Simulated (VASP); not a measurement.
Wanted: the native input for a VASP 6.6.1 run.

```yaml
Task: single point
Functional: PBEsol
Potentials_or_basis: VASP PAW PBE potentials, release 64 (Cu)
Cutoff: 520 eV
k_mesh: 10 × 10 × 14
Occupations: fermi-dirac, width 0.1 eV
Spin: no spin polarisation
Dipole_correction: no
Further_INCAR_settings: ALGO = Normal; EDIFF = 1e-07; NBANDS = 24
```

The structure of Cu lies in POSCAR:

```
Cu
1.0
    4.1549139489      0.0000000000      0.0000000000
   -2.0774569744      3.5982610303      0.0000000000
    0.0000000000      0.0000000000      2.4956169467
Cu
3
Direct
    0.0000000000      1.0000000000      0.0000000000
    0.3333333333      0.6666666667      0.5000000000
    0.6666666667      0.3333333333      0.5000000000
```

This isn't the form of Cu at room conditions, which is fcc.

One way to write it, as run:

INCAR

```
PREC = Accurate
ENCUT = 520
EDIFF = 1E-7
ISMEAR = -1
SIGMA = 0.1
LREAL = F
LASPH = T
NELM = 60
ALGO = Normal
ISIF = 2
LWAVE = F
LCHARG = T
GGA = PS
LELF = T
LVHAR = T
NBANDS = 24
```

KPOINTS

```
regular mesh
0
Gamma
  10 10 14
```

Potentials or basis: VASP PAW PBE potentials, release 64 (Cu).

Launch:

```sh
$ cat potpaw_PBE.64/Cu/POTCAR > POTCAR
$ mpirun -np 1 vasp_std > vasp.out
```

It gave:

```
Pressure               : -9.5 GPa
Band gap on the k mesh : zero (an odd number of electrons rules out a gap without spin polarisation)
```

Caveat: the cell stands under tension; the PAW data sets were made with another functional, which shifts forces and pressure a little.

Run time: 68 s on 1 thread of Intel(R) Xeon(R) Platinum 8259CL CPU @ 2.50GHz (Skylake/Cascade Lake), with other jobs on the host, peak memory 0.2 GiB.
